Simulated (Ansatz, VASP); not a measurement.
**Si2Ni: VASP beside Ansatz**

INCAR

```
SYSTEM = Si2Ni
ALGO = Normal
EDIFF = 1E-6
ENCUT = 520
ISIF = 2
ISMEAR = -1
LASPH = .True.
LCHARG = .False.
LREAL = .False.
LWAVE = .False.
NBANDS = 16
NELM = 100
PREC = Accurate
SIGMA = 0.05
```

KPOINTS

```
k-points
0
Gamma
  11 11 11
  0 0 0
```

The input POSCAR:

```
Si2Ni
1.0
    0.0000000000      2.5635435871      2.5635435871
    2.5635435871      0.0000000000      2.5635435871
    2.5635435871      2.5635435871      0.0000000000
Ni Si
1 2
Direct
    0.0000000000      0.0000000000      0.0000000000
    0.2500000000      0.2500000000      0.2500000000
    0.7500000000      0.7500000000      0.7500000000
```

Input for Ansatz:

```yaml
crystal:
  lattice:
    - [0.0, 2.5635435871, 2.5635435871]
    - [2.5635435871, 0.0, 2.5635435871]
    - [2.5635435871, 2.5635435871, 0.0]
  atoms:
    - { symbol: Ni, position: [0.0, 0.0, 0.0] }
    - { symbol: Si, position: [0.25, 0.25, 0.25] }
    - { symbol: Si, position: [0.75, 0.75, 0.75] }
kpoints:
  mp_grid: { grid: [11, 11, 11] }
scf:
  occupations: { method: fermi_dirac, width: 0.05 }
hamiltonian:
  xc: lda
  pseudopotentials: { kind: all_electron, lapw: { basis_error: 0.001 } }
output:
  forces: true
  stress: true
  eigenvalues: true
  populations: true
```

Change from the starting cell: volume scaled by 0.88, LAPW.

Alike in both runs: task single point; functional LDA; k mesh 11 × 11 × 11; occupations fermi-dirac, width 0.05 eV; no spin polarisation.

```csv
,VASP,Ansatz
version,VASP 6.6.1,Ansatz 0.2.0
potentials or method,"VASP PAW LDA potentials, release 64 (Ni, Si), cutoff 520 eV","all-electron LAPW, scalar-relativistic"
```

|  | VASP | Ansatz | Ansatz less VASP |
| --- | --- | --- | --- |
| pressure (GPa) | 28.9 | 28.7 | -0.27 |

LDA's correlation is that of Perdew and Zunger in VASP and of Perdew and Wang (1992) in Ansatz. Both programs put the cell under a high pressure, so it lies far from rest at this level. Ansatz ran all-electron here, and VASP with PAW potentials.
